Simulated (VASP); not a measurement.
## Pt: single point with PBE

The system is Pt.

```
Pt
1.0
     2.62308    0.00000    0.00000
    -1.31154    2.27165    0.00000
     0.00000    0.00000    2.59954
Pt
1
Cartesian
  0.0000 0.0000 0.0000
```

This cell differs from its parent crystal: volume scaled by 0.92.

```yaml
Program: VASP 6.6.1
Task: single point
Functional: PBE
Potentials_or_basis: VASP PAW PBE potentials, release 64 (Pt)
Cutoff: 520 eV
k_mesh: 16 × 16 × 15
Occupations: fermi-dirac, width 0.08 eV
Spin: no spin polarisation
```

```yaml
Pressure: 21.7 GPa
Band_gap_on_the_k_mesh: zero (band 5 reaches 12.34 eV, above the bottom of band 6 at 9.16 eV)
```

Stress tensor (GPa, compression positive):
```
21.78  0.00  0.00
 0.00 21.78  0.00
 0.00  0.00 21.62
```

Levels at points of the mesh, in eV from the Fermi level:
```
           k point  band 2  band 3  band 4  band 5  band 6  band 7  band 8  band 9
(0.00, 0.00, 0.00)   -6.47   -3.77   -3.77    0.39    0.39   14.22   15.41   22.09
(0.50, 0.00, 0.00)   -5.35   -2.53   -0.24   -0.11    0.93    6.37   14.01   17.53
```

Run time: 19 s on 1 thread of AMD EPYC 9R45 96-Core Processor (Zen 5), with other jobs on the host, peak memory 0.13 GiB.

Caveat: spin-orbit coupling is left out, which moves the levels of the heavy elements.
